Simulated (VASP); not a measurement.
Wanted: the native input for a VASP 6.6.1 run.

- Task: single point
- Functional: r2SCAN
- Potentials or basis: VASP PAW PBE potentials, release 64 (Sc_sv)
- Cutoff: 550 eV
- k mesh: 9 × 9 × 9
- Occupations: gaussian, width 0.1 eV
- Spin: no spin polarisation
- Dipole correction: no
- Further INCAR settings: ALGO = Normal; EDIFF = 1e-06; NBANDS = 12

Sc:

```
Sc
1.0
    -1.79507    1.79507    1.79507
     1.79507   -1.79507    1.79507
     1.79507    1.79507   -1.79507
Sc
1
Direct
  0.00000 0.00000 0.00000
```

This isn't the form of Sc at room conditions, which is hcp.

One way to write it, as run:

POSCAR

```
Sc
1.0
   -1.7950652006      1.7950652006      1.7950652006
    1.7950652006     -1.7950652006      1.7950652006
    1.7950652006      1.7950652006     -1.7950652006
Sc
1
Direct
    0.0000000000      0.0000000000      0.0000000000
```

INCAR.step1

```
PREC     = Accurate       # precision mode
ENCUT    = 550            # plane-wave cutoff, eV
ISMEAR   = 0              # smearing method
SIGMA    = 0.1            # smearing width, eV
LREAL    = F              # projectors in reciprocal space
LASPH    = T              # aspherical terms in the spheres
NELM     = 120            # most SCF steps
NBANDS   = 12             # bands
GGA      = PE             # functional
ALGO     = Normal         # electronic algorithm
EDIFF    = 1E-5           # SCF threshold, eV
LWAVE    = T              # write WAVECAR
LCHARG   = F              # write CHGCAR
GGA_COMPAT= F
```

INCAR.step2

```
PREC     = Accurate       # precision mode
ENCUT    = 550            # plane-wave cutoff, eV
EDIFF    = 1E-6           # SCF threshold, eV
ISMEAR   = 0              # smearing method
SIGMA    = 0.1            # smearing width, eV
LREAL    = F              # projectors in reciprocal space
LASPH    = T              # aspherical terms in the spheres
NELM     = 120            # most SCF steps
ALGO     = Normal         # electronic algorithm
ISIF     = 2              # what is computed and relaxed
LWAVE    = F              # write WAVECAR
LCHARG   = F              # write CHGCAR
METAGGA  = R2SCAN         # meta-GGA
LMIXTAU  = T            
NBANDS   = 12             # bands
ISTART   = 1            
GGA_COMPAT= F
```

KPOINTS

```
Automatic mesh
0
Gamma
  9 9 9
```

Potentials or basis: VASP PAW PBE potentials, release 64 (Sc_sv).

The run is started by

```bash
$ cat potpaw_PBE.64/Sc_sv/POTCAR > POTCAR
$ cp INCAR.step1 INCAR
$ mpirun -np 1 vasp_std > vasp.out
$ cp INCAR.step2 INCAR
$ mpirun -np 1 vasp_std > vasp.out
```

It gave:

| Property | Result |
| --- | --- |
| Pressure | 5.2 GPa |
| Band gap on the k mesh | zero (an odd number of electrons rules out a gap without spin polarisation) |

Caveat: the cell stands under pressure; the PAW data sets were made with another functional, which shifts forces and pressure a little.

It took 23 s on 1 thread of Intel(R) Xeon(R) Platinum 8259CL CPU @ 2.50GHz (Skylake/Cascade Lake), with other jobs on the host, peak memory 0.14 GiB.
